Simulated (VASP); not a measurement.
# Pt in VASP: single point with PBEsol

Aim: the single point of Pt with PBEsol.

Program: VASP 6.6.1. These are calculated values, not measurements. Logs are shortened: lines on timing, memory, paths and dates and some standing lists are left out, and cuts for length are marked.

### Step 1. The cell of the first run

The typed cell holds 1 atom: a = 2.780 Å, b = 2.780 Å, c = 2.780 Å, α = 120.00°, β = 120.00°, γ = 90.01°.

### Step 2. Single point, PBEsol

Input file INCAR:

```
SYSTEM = Pt
PREC = Accurate
ENCUT = 520
EDIFF = 1E-7
ISMEAR = 0
SIGMA = 0.15
LREAL = .FALSE.
LASPH = .TRUE.
NELM = 100
ALGO = Fast
ISIF = 2
LWAVE = .FALSE.
LCHARG = .TRUE.
GGA = PS
LELF = .TRUE.
LVHAR = .TRUE.
NBANDS = 11
```

Input file KPOINTS:

```
regular mesh
0
G
  30 30 30
  0 0 0
```

Input file POSCAR:

```
Pt
1.0
   -1.3902912451      1.3902912451      1.9658718206
    1.3902912451     -1.3902912451      1.9658718206
    1.3902912451      1.3902912451     -1.9658718206
Pt
1
Direct
    0.0000000000      0.0000000000      0.0000000000
```

Potentials or basis: VASP PAW PBE potentials, release 64 (Pt).

Run with:

```bash
> cat potpaw_PBE.64/Pt/POTCAR > POTCAR
> mpirun -np 1 vasp_std > vasp.out
```

OUTCAR:

```text
SYSTEM = Pt
   PREC = Accurate
   ENCUT = 520
   EDIFF = 1E-7
   ISMEAR = 0
   LREAL = .FALSE.
   LASPH = .TRUE.
   NELM = 100
   ISIF = 2
   GGA = PS

 ion  position               nearest neighbor table
   1  0.000  0.000  0.000-

  LATTYP: Found a body centered tetragonal cell.
 ALAT       =     2.7805824902
 C/A-ratio  =     1.4140000000

  Lattice vectors:

 A1 = (  -1.3902912451,   1.3902912451,   1.9658718206)
 A2 = (   1.3902912451,  -1.3902912451,   1.9658718206)
 A3 = (   1.3902912451,   1.3902912451,  -1.9658718206)

Analysis of symmetry for initial positions (statically):
=====================================================================
 Subroutine PRICEL returns:
 Original cell was already a primitive cell.

 Routine SETGRP: Setting up the symmetry group for a
 body centered tetragonal supercell.

 Subroutine GETGRP returns: Found 16 space group operations
 (whereof 16 operations were pure point group operations)
 out of a pool of 16 trial point group operations.

The static configuration has the point symmetry D_4h.

Analysis of symmetry for dynamics (positions and initial velocities):
=====================================================================
 Subroutine PRICEL returns:
 Original cell was already a primitive cell.

 Routine SETGRP: Setting up the symmetry group for a
 body centered tetragonal supercell.

 Subroutine GETGRP returns: Found 16 space group operations
 (whereof 16 operations were pure point group operations)
 out of a pool of 16 trial point group operations.

The dynamic configuration has the point symmetry D_4h.

 Subroutine INISYM returns: Found 16 space group operations
 (whereof 16 operations are pure point group operations),
 and found     1 'primitive' translations

----------------------------------------------------------------------------------------

                                     Primitive cell

  volume of cell :      15.1994

  direct lattice vectors                    reciprocal lattice vectors
    -1.390291245  1.390291245  1.965871821     0.000000000  0.359636876  0.254340082
     1.390291245 -1.390291245  1.965871821     0.359636876  0.000000000  0.254340082
     1.390291245  1.390291245 -1.965871821     0.359636876  0.359636876  0.000000000

  length of vectors
     2.780372548  2.780372548  2.780372548     0.440485595  0.440485595  0.508603347

  position of ions in fractional coordinates (direct lattice)
     0.000000000  0.000000000  0.000000000

  ion indices of the primitive-cell ions
[... 82 lines left out ...]
   POTIM  = 0.5000    time-step for ionic-motion
   TEBEG  =    0.0;   TEEND  =   0.0 temperature during run
   PSTRESS=    0.0 pullay stress
   NELECT =      10.0000    total number of electrons
   NUPDOWN=      -1.0000    fix difference up-down
   EMIN   =  10.00;   EMAX   =-10.00  energy-range for DOS
   EFERMI =   0.00;   METHOD = LEGACY
   ISMEAR =     0;   SIGMA  =   0.15  broadening in eV -4-tet -1-fermi 0-gaus
   EFERMI_NEDOS =   21; number of points for ismear=-14 and -15
   IALGO  =     68    algorithm
   IMIX   =      4    mixing-type and parameters
     AMIX     =   0.40;   BMIX     =  1.00
     AMIX_MAG =   1.60;   BMIX_MAG =  1.00
  volume/ion in A,a.u.               =      15.20       102.57
  Fermi-wavevector in a.u.,A,eV,Ry     =   1.423855  2.690697 27.583967  2.027364
  Thomas-Fermi vector in A             =   2.544409
   LORBIT       =      0    0 simple, 1 ext, 2 COOP (PROOUT), +10 PAW based schemes
   GGA     = PS    functional components
   LHFCALC =     F    Hartree Fock is set to
   AEXX    =    0.0000 exact exchange contribution
   IVDW    =     0    specifies the selected vdW correction
   LEPSILON=     F    determine dielectric tensor
   LRPA    =     F    only Hartree local field effects (RPA)
 non-spin polarized calculation
 RMM-DIIS sequential band-by-band and
 Gauss-broadening in eV      SIGMA  =   0.15
  energy-cutoff  :      520.00
  volume of cell :       15.20
 maximum number of plane-waves:       424
 NGX is ok and might be reduce to    24
   NGX = 11   NGY = 11   NGZ = 11

 number of electron      10.0000000 magnetization

 Free energy of the ion-electron system (eV)
  ---------------------------------------------------
  ext. energy  EPLUGINS =         0.00000000
  ---------------------------------------------------
  free energy    TOTEN  =        -6.97273258 eV

  energy without entropy =       -6.95170493  energy(sigma->0) =       -6.96221875

 E-fermi :  10.9461     XC(G=0): -13.5818

 val. band max:       10.9457327277   @ k =   0.2333   0.2000   0.2000
 cond. band min:      10.9463782463   @ k =  -0.4000  -0.4333   0.2000
 fundamental gap:      0.0006455186
 Fermi energy:        10.9460607159

 k-point     1 :       0.0000    0.0000    0.0000
  band No.  band energies     occupation
      1       0.7384      2.00000
      2       7.1885      2.00000
      3       7.1885      2.00000
      4       7.1903      2.00000
      5       9.3395      2.00000
      6       9.3415      2.00000
      7      25.5916      0.00000
      8      30.5037      0.00000
      9      30.5037      0.00000
     10      30.5076      0.00000
     11      35.7749      0.00000
[... 309 lines left out ...]
 k-point    24 :       0.2667    0.0333    0.0000
  band No.  band energies     occupation
      1       3.1102      2.00000
      2       6.9370      2.00000
      3       7.5211      2.00000
      4       7.5433      2.00000
      5       9.5100      2.00000
      6       9.9154      2.00000
      7      23.2214      0.00000
      8      27.0949      0.00000
      9      32.3783      0.00000
     10      34.1335      0.00000
     11      34.3307      0.00000

 [... further k-points ...]

------------------------ aborting loop because EDIFF is reached ----------------------------------------

  FORCE on cell =-STRESS in cart. coord.  units (eV):
  Direction    XX          YY          ZZ          XY          YZ          ZX
  --------------------------------------------------------------------------------------
  -------------------------------------------------------------------------------------
  Total       -0.3131937     -0.3131937     -0.3117422      0.0000000      0.0000000      0.0000000
  in kB      -33.0138953    -33.0138953    -32.8608994      0.0000000      0.0000000      0.0000000
  external PRESSURE =     -32.9628967 kB  Pullay stress =       0.0000000 kB

 VOLUME and BASIS-vectors are now :
 -----------------------------------------------------------------------------
  energy-cutoff  :      520.00
  volume of cell :       15.20
      direct lattice vectors                 reciprocal lattice vectors
    -1.390291245  1.390291245  1.965871821     0.000000000  0.359636876  0.254340082
     1.390291245 -1.390291245  1.965871821     0.359636876  0.000000000  0.254340082
     1.390291245  1.390291245 -1.965871821     0.359636876  0.359636876  0.000000000

 POSITION                                       TOTAL-FORCE (eV/Angst)
 -----------------------------------------------------------------------------------
      0.00000      0.00000      0.00000        -0.000000     -0.000000      0.000000
 -----------------------------------------------------------------------------------
    total drift:                               -0.000000      0.000000      0.000000

  FREE ENERGIE OF THE ION-ELECTRON SYSTEM (eV)
  ---------------------------------------------------
  free  energy   TOTEN  =        -6.9727325756 eV

  energy  without entropy=       -6.9517049275  energy(sigma->0) =       -6.96221875
```

stdout:

```text
POSCAR found type information on POSCAR Pt
 POSCAR found :  1 types and       1 ions
 scaLAPACK will be used
 -----------------------------------------------------------------------------
|                                                                             |
|                                                                             |
|     You enforced a specific xc type in the INCAR file but a different       |
|     I HOPE YOU KNOW WHAT YOU ARE DOING!                                     |
|                                                                             |
 -----------------------------------------------------------------------------

 LDA part: xc-table for (Slater+PW92), standard interpolation
 POSCAR, INCAR and KPOINTS ok, starting setup
 FFT: planning ... GRIDC
 FFT: planning ... GRID_SOFT
 FFT: planning ... GRID
 WAVECAR not read
 entering main loop
WARNING in EDDRMM: call to ZHEGV failed, returncode =   8  4     11
```

Run time: 4.5 min. Hardware: 1 thread of AMD EPYC 9R45 (Zen 5), shared host; peak memory 0.4 GiB.

What came out:

| Quantity | Value |
| --- | --- |
| Free energy | -6.9727 eV |
| Pressure | -3.3 GPa |
| Band gap on the k mesh | zero (bands 5 and 6 overlap by 2.20 eV) |

Caveat: the cell stands under tension; the PAW data sets were made with another functional, which shifts forces and pressure a little; spin-orbit coupling is left out, which moves the levels of the heavy elements.
